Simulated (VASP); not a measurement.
A run of VASP 6.6.1:

POSCAR

```
BiClO
1.0
    3.8941087006      0.0000000000      0.0000000000
    0.0000000000      3.8941087006      0.0000000000
    0.0000000000      0.0000000000      8.0323071535
Bi Cl O
2 2 2
Direct
    0.0000000000      0.5000000000      0.1568558608
    0.5000000000      0.0000000000      0.8431441392
    0.0000000000      0.5000000000      0.6704856652
    0.5000000000      0.0000000000      0.3295143348
    0.0000000000      0.0000000000      0.0000000000
    0.5000000000      0.5000000000      0.0000000000
```

INCAR.step1

```
SYSTEM = BiClO
PREC = Accurate ; ENCUT = 520
ISMEAR = 0 ; SIGMA = 0.02
LREAL = .FALSE. ; LASPH = .TRUE.
NELM = 60 ; NBANDS = 37
GGA = PE ; ALGO = Normal
EDIFF = 1E-4 ; LWAVE = .TRUE.
LCHARG = .FALSE.
```

Contents of INCAR.step2:

```
SYSTEM = BiClO
PREC = Accurate ; ENCUT = 520
EDIFF = 1E-7 ; ISMEAR = 0
SIGMA = 0.02 ; LREAL = .FALSE.
LASPH = .TRUE. ; NELM = 60
ALGO = Normal ; ISIF = 2
LWAVE = .FALSE. ; LCHARG = .FALSE.
METAGGA = R2SCAN ; LMIXTAU = .TRUE.
NBANDS = 37 ; ISTART = 1
```

File KPOINTS:

```
regular mesh
0
G
  6 6 4
  0 0 0
```

Potentials or basis: VASP PAW PBE potentials, release 64 (Bi_d, Cl, O).

Command:

```console
$ cat potpaw_PBE.64/Bi_d/POTCAR potpaw_PBE.64/Cl/POTCAR potpaw_PBE.64/O/POTCAR > POTCAR
$ cp INCAR.step1 INCAR
$ mpirun -np 1 vasp_std > vasp.out
$ cp INCAR.step2 INCAR
$ mpirun -np 1 vasp_std > vasp.out
```

Hardware: 1 thread of AMD EPYC 7R13 (shared host).

Problem. How long does it take, and how much memory?

Solution. Wall time 11 min on 1 thread of AMD EPYC 7R13, with other jobs on the host, peak memory 0.28 GiB. Counts: k points 30.
